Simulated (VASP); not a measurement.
A run of VASP 6.6.1 is set up as follows.

The input INCAR:

```
PREC = Accurate ; ENCUT = 600
EDIFF = 1E-6 ; ISMEAR = 0
SIGMA = 0.01 ; LREAL = F
LASPH = T ; NELM = 80
ALGO = Normal ; ISIF = 3
LWAVE = F ; LCHARG = F
GGA = PE ; IBRION = 2
NSW = 80 ; EDIFFG = -0.01
```

Contents of KPOINTS:

```
regular mesh
0
Gamma
  6 6 8
```

The input POSCAR:

```
SnO2
1.0
    4.7380000000      0.0000000000      0.0000000000
    0.0000000000      4.7380000000      0.0000000000
    0.0000000000      0.0000000000      3.1865000000
Sn O
2 4
Direct
    0.0000000000      0.0000000000      0.0000000000
    0.5000000000      0.5000000000      0.5000000000
    0.3071000000      0.3071000000      0.0000000000
    0.1929000000      0.8071000000      0.5000000000
    0.6929000000      0.6929000000      0.0000000000
    0.8071000000      0.1929000000      0.5000000000
```

Potentials or basis: VASP PAW PBE potentials, release 64 (Sn_d, O).

Launch:

```console
$ cat potpaw_PBE.64/Sn_d/POTCAR potpaw_PBE.64/O/POTCAR > POTCAR
$ mpirun -np 1 vasp_std > vasp.out
```

What does it give for the space group after relaxing (to 0.05 Å)?

P4_2/mnm (No. 136).

What does it give for the band gap on the k mesh?

0.64 eV, direct.

Final structure:
```
Sn O
1.0
     4.83034    0.00000    0.00000
     0.00000    4.83034    0.00000
     0.00000    0.00000    3.24328
Sn O
2 4
Direct
  0.00000 0.00000 0.00000
  0.50000 0.50000 0.50000
  0.30658 0.30658 0.00000
  0.19342 0.80658 0.50000
  0.69342 0.69342 0.00000
  0.80658 0.19342 0.50000
```

Caveat: spin-orbit coupling is left out, which moves the levels of the heavy elements. PBE usually gives volumes a little too large and moduli too small.
